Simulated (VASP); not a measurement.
# GaN (F-43m) in VASP: settings compared, part 2 of 2

VASP 6.6.1. Earlier steps stand in the parts before.

## (4) Single point, r2SCAN

This run uses another cell than the first one, of 11.44 Å³/atom, 1.012 times its volume.

Contents of POSCAR:

```
GaN
1.0
    0.0000000000      2.2535006075      2.2535006075
    2.2535006075      0.0000000000      2.2535006075
    2.2535006075      2.2535006075      0.0000000000
Ga N
1 1
Direct
    0.0000000000      0.0000000000      0.0000000000
    0.2500000000      0.2500000000      0.2500000000
```

Contents of INCAR.step1:

```
PREC = Accurate
ENCUT = 520
ISMEAR = -1
SIGMA = 0.05
LREAL = False
LASPH = True
NELM = 60
NBANDS = 16
GGA = PE
ALGO = Normal
EDIFF = 1E-4
LWAVE = True
LCHARG = False
```

Contents of INCAR.step2:

```
PREC = Accurate
ENCUT = 520
EDIFF = 1E-6
ISMEAR = -1
SIGMA = 0.05
LREAL = False
LASPH = True
NELM = 60
ALGO = Normal
ISIF = 2
LWAVE = False
LCHARG = False
METAGGA = R2SCAN
LMIXTAU = True
NBANDS = 16
ISTART = 1
```

Contents of KPOINTS:

```
Automatic mesh
0
Gamma
  10 10 10
```

Potentials or basis: VASP PAW PBE potentials, release 64 (Ga_d, N).

Run with:

```sh
cat potpaw_PBE.64/Ga_d/POTCAR potpaw_PBE.64/N/POTCAR > POTCAR
cp INCAR.step1 INCAR
mpirun -np 1 vasp_std > vasp.out
cp INCAR.step2 INCAR
mpirun -np 1 vasp_std > vasp.out
```

OUTCAR:

```text
PREC = Accurate
   ENCUT = 520
   EDIFF = 1E-6
   ISMEAR = -1
   LREAL = False
   LASPH = True
   NELM = 60
   ISIF = 2
   METAGGA = R2SCAN
   ISTART = 1

 ion  position               nearest neighbor table
   1  0.000  0.000  0.000-   2 1.95   2 1.95   2 1.95   2 1.95
   2  0.250  0.250  0.250-   1 1.95   1 1.95   1 1.95   1 1.95

  LATTYP: Found a face centered cubic cell.
 ALAT       =     4.5070012150

  Lattice vectors:

 A1 = (   0.0000000000,   2.2535006075,   2.2535006075)
 A2 = (   2.2535006075,   0.0000000000,   2.2535006075)
 A3 = (   2.2535006075,   2.2535006075,   0.0000000000)

Analysis of symmetry for initial positions (statically):
=====================================================================
 Subroutine PRICEL returns:
 Original cell was already a primitive cell.

 Routine SETGRP: Setting up the symmetry group for a
 face centered cubic supercell.

 Subroutine GETGRP returns: Found 24 space group operations
 (whereof 24 operations were pure point group operations)
 out of a pool of 48 trial point group operations.

The static configuration has the point symmetry T_d .

Analysis of symmetry for dynamics (positions and initial velocities):
=====================================================================
 Subroutine PRICEL returns:
 Original cell was already a primitive cell.

 Routine SETGRP: Setting up the symmetry group for a
 face centered cubic supercell.

 Subroutine GETGRP returns: Found 24 space group operations
 (whereof 24 operations were pure point group operations)
 out of a pool of 48 trial point group operations.

The dynamic configuration has the point symmetry T_d .

 Subroutine INISYM returns: Found 24 space group operations
 (whereof 24 operations are pure point group operations),
 and found     1 'primitive' translations
[... 102 lines left out ...]
   ISYM   =      2    0-nonsym 1-usesym 2-fastsym
   POTIM  = 0.5000    time-step for ionic-motion
   TEBEG  =    0.0;   TEEND  =   0.0 temperature during run
   PSTRESS=    0.0 pullay stress
   NELECT =      18.0000    total number of electrons
   NUPDOWN=      -1.0000    fix difference up-down
   EMIN   =  10.00;   EMAX   =-10.00  energy-range for DOS
   EFERMI =   0.00;   METHOD = LEGACY
   ISMEAR =    -1;   SIGMA  =   0.05  broadening in eV -4-tet -1-fermi 0-gaus
   EFERMI_NEDOS =   21; number of points for ismear=-14 and -15
   IALGO  =     38    algorithm
   IMIX   =      4    mixing-type and parameters
     AMIX     =   0.40;   BMIX     =  1.00
     AMIX_MAG =   1.60;   BMIX_MAG =  1.00
  volume/ion in A,a.u.               =      11.44        77.23
  Fermi-wavevector in a.u.,A,eV,Ry     =   1.511117  2.855596 31.068543  2.283473
  Thomas-Fermi vector in A             =   2.621216
   LORBIT       =      0    0 simple, 1 ext, 2 COOP (PROOUT), +10 PAW based schemes
   METAGGA = R2SCAN    functional components
   LHFCALC =     F    Hartree Fock is set to
   AEXX    =    0.0000 exact exchange contribution
   IVDW    =     0    specifies the selected vdW correction
   LEPSILON=     F    determine dielectric tensor
   LRPA    =     F    only Hartree local field effects (RPA)
 non-spin polarized calculation
  energy-cutoff  :      520.00
  volume of cell :       22.89
 maximum number of plane-waves:       636
   NGX = 11   NGY = 11   NGZ = 11

 number of electron      18.0000004 magnetization

 Free energy of the ion-electron system (eV)
  ---------------------------------------------------
  ext. energy  EPLUGINS =         0.00000000
  ---------------------------------------------------
  free energy    TOTEN  =       -21.89693118 eV

  energy without entropy =      -21.89693118  energy(sigma->0) =      -21.89693118

 E-fermi :   5.9472     XC(G=0): -12.6349

 val. band max:        5.0164371015   @ k =   0.0000   0.0000   0.0000
 cond. band min:       7.1357367654   @ k =   0.0000   0.0000   0.0000
 fundamental gap:      2.1192996639
 Fermi energy:         5.9472100467

 k-point     1 :       0.0000    0.0000    0.0000
  band No.  band energies     occupation
      1     -11.7141      2.00000
      2      -8.8141      2.00000
      3      -8.8141      2.00000
      4      -8.8141      2.00000
      5      -8.4636      2.00000
      6      -8.4636      2.00000
[... 433 lines left out ...]
      3      -8.5789      2.00000
      4      -8.5757      2.00000
      5      -8.4018      2.00000
      6      -7.6393      2.00000
[... 8 lines left out ...]
     15      28.3249      0.00000
     16      28.3724      0.00000

 [... further k-points ...]
[... 5 lines left out ...]
  --------------------------------------------------------------------------------------
  -------------------------------------------------------------------------------------
  Total       -0.0191340     -0.0191340     -0.0191340      0.0000000     -0.0000000     -0.0000000
  in kB       -1.3394060     -1.3394060     -1.3394060      0.0000000     -0.0000000     -0.0000000
  external PRESSURE =      -1.3394060 kB  Pullay stress =       0.0000000 kB

 VOLUME and BASIS-vectors are now :
 -----------------------------------------------------------------------------
  energy-cutoff  :      520.00
  volume of cell :       22.89
      direct lattice vectors                 reciprocal lattice vectors
     0.000000000  2.253500607  2.253500607    -0.221877020  0.221877020  0.221877020
     2.253500607  0.000000000  2.253500607     0.221877020 -0.221877020  0.221877020
     2.253500607  2.253500607  0.000000000     0.221877020  0.221877020 -0.221877020

 POSITION                                       TOTAL-FORCE (eV/Angst)
 -----------------------------------------------------------------------------------
      0.00000      0.00000      0.00000        -0.000000      0.000000      0.000000
      1.12675      1.12675      1.12675         0.000000     -0.000000     -0.000000
 -----------------------------------------------------------------------------------
    total drift:                                0.000009      0.000009      0.000009

  FREE ENERGIE OF THE ION-ELECTRON SYSTEM (eV)
  ---------------------------------------------------
  free  energy   TOTEN  =       -21.8969311784 eV

  energy  without entropy=      -21.8969311783  energy(sigma->0) =      -21.89693118
```

Wall time 45 s (1 thread of Intel Xeon Platinum 8259CL at 2.50GHz (Skylake/Cascade Lake), shared host); peak memory 0.15 GiB.

Results:

```
Free energy            : -21.8969 eV
Pressure               : -0.1 GPa
Band gap on the k mesh : 2.12 eV, direct
```

Caveat: the PAW data sets were made with another functional, which shifts forces and pressure a little. r2SCAN opens gaps a little over a GGA but as a rule still falls short of measured ones.

## (5) Single point, r2SCAN

This run uses another cell than the first one, of 12.13 Å³/atom, 1.073 times its volume.

Contents of POSCAR:

```
GaN
1.0
    0.0000000000      2.2976981147      2.2976981147
    2.2976981147      0.0000000000      2.2976981147
    2.2976981147      2.2976981147      0.0000000000
Ga N
1 1
Direct
    0.0000000000      0.0000000000      0.0000000000
    0.2500000000      0.2500000000      0.2500000000
```

Contents of INCAR.step1:

```
SYSTEM = GaN
PREC = Accurate ; ENCUT = 520
ISMEAR = -1 ; SIGMA = 0.05
LREAL = .FALSE. ; LASPH = .TRUE.
NELM = 80 ; NBANDS = 16
GGA = PE ; ALGO = Normal
EDIFF = 1E-4 ; LWAVE = .TRUE.
LCHARG = .FALSE.
```

Contents of INCAR.step2:

```
SYSTEM = GaN
PREC = Accurate ; ENCUT = 520
EDIFF = 1E-6 ; ISMEAR = -1
SIGMA = 0.05 ; LREAL = .FALSE.
LASPH = .TRUE. ; NELM = 80
ALGO = Normal ; ISIF = 2
LWAVE = .FALSE. ; LCHARG = .FALSE.
METAGGA = R2SCAN ; LMIXTAU = .TRUE.
NBANDS = 16 ; ISTART = 1
```

Contents of KPOINTS:

```
regular mesh
0
G
  10 10 10
  0 0 0
```

Run with:

```sh
cat potpaw_PBE.64/Ga_d/POTCAR potpaw_PBE.64/N/POTCAR > POTCAR
cp INCAR.step1 INCAR
mpirun -np 1 vasp_std > vasp.out
cp INCAR.step2 INCAR
mpirun -np 1 vasp_std > vasp.out
```

Run time: 44 s. Hardware: 1 thread of Intel Xeon Platinum 8259CL at 2.50GHz (Skylake/Cascade Lake), shared host; peak memory 0.15 GiB.

It converged, with:

```
Free energy            : -21.8520 eV
Pressure               : -10.0 GPa
Band gap on the k mesh : 1.73 eV, direct
```

Levels at points of the mesh, in eV from the valence-band top:
```tsv
k point	band 6	band 7	band 8	band 9	band 10	band 11	band 12	band 13
(0.00, 0.00, 0.00)	-13.51	0.00	0.00	0.00	1.73	10.62	10.62	10.62
(0.50, 0.00, 0.00)	-12.39	-6.78	-0.93	-0.93	4.75	9.13	10.68	10.68
(0.50, 0.50, 0.00)	-12.00	-5.98	-2.58	-2.58	3.74	6.87	12.14	14.30
```

Caveat: the PAW data sets were made with another functional, which shifts forces and pressure a little. r2SCAN opens gaps a little over a GGA but as a rule still falls short of measured ones.

## (6) Relaxation of cell and atoms, RPBE

This run uses another cell than the first one, of 11.44 Å³/atom, 1.012 times its volume.

Contents of INCAR:

```
SYSTEM = GaN
  ALGO = Normal
  EDIFF = 1E-6
  EDIFFG = -0.01
  ENCUT = 600
  GGA = RP
  IBRION = 2
  ISIF = 3
  ISMEAR = -1
  LASPH = .True.
  LCHARG = .False.
  LREAL = .False.
  LWAVE = .False.
  NELM = 80
  NSW = 60
  PREC = Accurate
  SIGMA = 0.05
```

Contents of KPOINTS:

```
k-points
0
Gamma
  10 10 10
  0 0 0
```

Contents of POSCAR:

```
GaN
1.0
    0.0000000000      2.2535006075      2.2535006075
    2.2535006075      0.0000000000      2.2535006075
    2.2535006075      2.2535006075      0.0000000000
Ga N
1 1
Direct
    0.0000000000      0.0000000000      0.0000000000
    0.2500000000      0.2500000000      0.2500000000
```

Potentials or basis: VASP PAW PBE potentials, release 64 (Ga_d, N).

Run with:

```sh
cat potpaw_PBE.64/Ga_d/POTCAR potpaw_PBE.64/N/POTCAR > POTCAR
mpirun -np 1 vasp_std > vasp.out
```

OUTCAR:

```text
SYSTEM = GaN
   EDIFF = 1E-6
   EDIFFG = -0.01
   ENCUT = 600
   GGA = RP
   IBRION = 2
   ISIF = 3
   ISMEAR = -1
   LASPH = .True.
   LREAL = .False.
   NELM = 80
   NSW = 60
   PREC = Accurate

 ion  position               nearest neighbor table
   1  0.000  0.000  0.000-   2 1.95   2 1.95   2 1.95   2 1.95
   2  0.250  0.250  0.250-   1 1.95   1 1.95   1 1.95   1 1.95

  LATTYP: Found a face centered cubic cell.
 ALAT       =     4.5070012150

  Lattice vectors:

 A1 = (   0.0000000000,   2.2535006075,   2.2535006075)
 A2 = (   2.2535006075,   0.0000000000,   2.2535006075)
 A3 = (   2.2535006075,   2.2535006075,   0.0000000000)

Analysis of symmetry for initial positions (statically):
=====================================================================
 Subroutine PRICEL returns:
 Original cell was already a primitive cell.

 Routine SETGRP: Setting up the symmetry group for a
 face centered cubic supercell.

 Subroutine GETGRP returns: Found 24 space group operations
 (whereof 24 operations were pure point group operations)
 out of a pool of 48 trial point group operations.

The static configuration has the point symmetry T_d .

Analysis of symmetry for dynamics (positions and initial velocities):
=====================================================================
 Subroutine PRICEL returns:
[... 228 lines left out ...]
--------------------------------------- Ionic step        3  -------------------------------------------

 number of electron      17.9999996 magnetization

 Free energy of the ion-electron system (eV)
  ---------------------------------------------------
  ext. energy  EPLUGINS =         0.00000000
  ---------------------------------------------------
  free energy    TOTEN  =       -11.33550422 eV

  energy without entropy =      -11.33550422  energy(sigma->0) =      -11.33550422

 E-fermi :   5.6629     XC(G=0): -11.2029

 val. band max:        4.8888288018   @ k =   0.0000   0.0000   0.0000
 cond. band min:       6.3444676021   @ k =   0.0000   0.0000   0.0000
 fundamental gap:      1.4556388004
 Fermi energy:         5.6628583134

 k-point     1 :       0.0000    0.0000    0.0000
  band No.  band energies     occupation
      1     -10.6706      2.00000
      2      -8.5286      2.00000
      3      -8.5286      2.00000
      4      -8.5286      2.00000
      5      -8.2569      2.00000
      6      -8.2569      2.00000
      7       4.8888      2.00000
      8       4.8888      2.00000
      9       4.8888      2.00000
     10       6.3445      0.00000
     11      14.9497      0.00000
     12      14.9497      0.00000
     13      14.9497      0.00000
[... 354 lines left out ...]
  band No.  band energies     occupation
      1      -9.8764      2.00000
      2      -8.4088      2.00000
      3      -8.3365      2.00000
      4      -8.3360      2.00000
      5      -8.2047      2.00000
      6      -7.2890      2.00000
      7      -0.0004      2.00000
      8       2.5799      2.00000
      9       2.8837      2.00000
     10       9.3293      0.00000
     11      11.7560      0.00000
     12      15.5567      0.00000
     13      17.3962      0.00000

 [... further k-points ...]
[... 5 lines left out ...]
  --------------------------------------------------------------------------------------
  -------------------------------------------------------------------------------------
  Total       -0.0196039     -0.0196039     -0.0196039      0.0000000     -0.0000000      0.0000000
  in kB       -1.3053143     -1.3053143     -1.3053143      0.0000000     -0.0000000      0.0000000
  external PRESSURE =      -1.3053143 kB  Pullay stress =       0.0000000 kB
[... 17 lines left out ...]
  FREE ENERGIE OF THE ION-ELECTRON SYSTEM (eV)
  ---------------------------------------------------
  free  energy   TOTEN  =       -11.3355042216 eV

  energy  without entropy=      -11.3355042177  energy(sigma->0) =      -11.33550422

 reached required accuracy - stopping structural energy minimisation
```

CONTCAR:

```text
GaN
   1.00000000000000
     0.0000000000000000    2.2914094466190100    2.2914094466190100
     2.2914094466190100    0.0000000000000000    2.2914094466190100
     2.2914094466190100    2.2914094466190100   -0.0000000000000000
  Ga              N
     1     1
Direct
     0.0000000000000000    0.0000000000000000    0.0000000000000000
     0.2500000000000000    0.2500000000000000    0.2500000000000000

  0.00000000E+00  0.00000000E+00  0.00000000E+00
  0.00000000E+00  0.00000000E+00  0.00000000E+00
```

Run time: 48 s. Hardware: 1 thread of Intel Xeon Platinum 8259CL at 2.50GHz (Skylake/Cascade Lake), shared host; peak memory 0.17 GiB.

What came out:

```yaml
Free_energy: -11.3355 eV
Relaxed_volume: 12.03 Å³/atom
Relaxed_cell: a = 3.241 Å, b = 3.241 Å, c = 3.241 Å, α = 60.00°, β = 60.00°, γ = 60.00°
Space_group_after_relaxing_to_0.05_Å: F-43m (No. 216)
Energy_gained_by_relaxing: 15.5 meV/atom
Ionic_steps: 3
Pressure_after_relaxing: -0.1 GPa
Band_gap_on_the_k_mesh: 1.46 eV, direct
```

The path:
```tsv
step	energy change (eV)	largest force (eV/Å)	pressure (GPa)	volume (Å³)
1	0.0000	0.0000	8.86	22.89
2	-0.0124	0.0000	-5.71	25.05
3	-0.0309	0.0000	-0.13	24.06
```

Final structure:
```
Ga N
1.0
     0.00000    2.29141    2.29141
     2.29141    0.00000    2.29141
     2.29141    2.29141    0.00000
Ga N
1 1
Direct
  0.00000 0.00000 0.00000
  0.25000 0.25000 0.25000
```

Caveat: the PAW data sets were made with another functional, which shifts forces and pressure a little.

## (7) Overview

| task | level | cell | cutoff (eV) | gap on the mesh (eV) | pressure (GPa) |
| --- | --- | --- | --- | --- | --- |
| single point | r2SCAN+rVV10 | a = 3.174 Å, angles 60.0°, 2 atoms | 520 | 2.17 | 1.2 |
| single point | r2SCAN | a = 3.166 Å, angles 60.0°, 2 atoms | 520 | 2.25 | 4.0 |
| single point | r2SCAN | a = 3.187 Å, angles 60.0°, 2 atoms | 520 | 2.12 | -0.1 |
| single point | r2SCAN | a = 3.249 Å, angles 60.0°, 2 atoms | 520 | 1.73 | -10.0 |
| relaxation of cell and atoms | RPBE | relaxed from a = 3.187 Å, angles 60.0°, 2 atoms | 600 | 1.46 | -0.1 |

Alike in all rows: potentials or basis VASP PAW PBE potentials, release 64 (Ga_d, N); no spin polarisation; k mesh 10 × 10 × 10; smearing fermi-dirac 0.05 eV.

Caveats: the PAW data sets were made with another functional, which shifts forces and pressure a little.

Absolute energies hang on the potentials; compare differences alone.
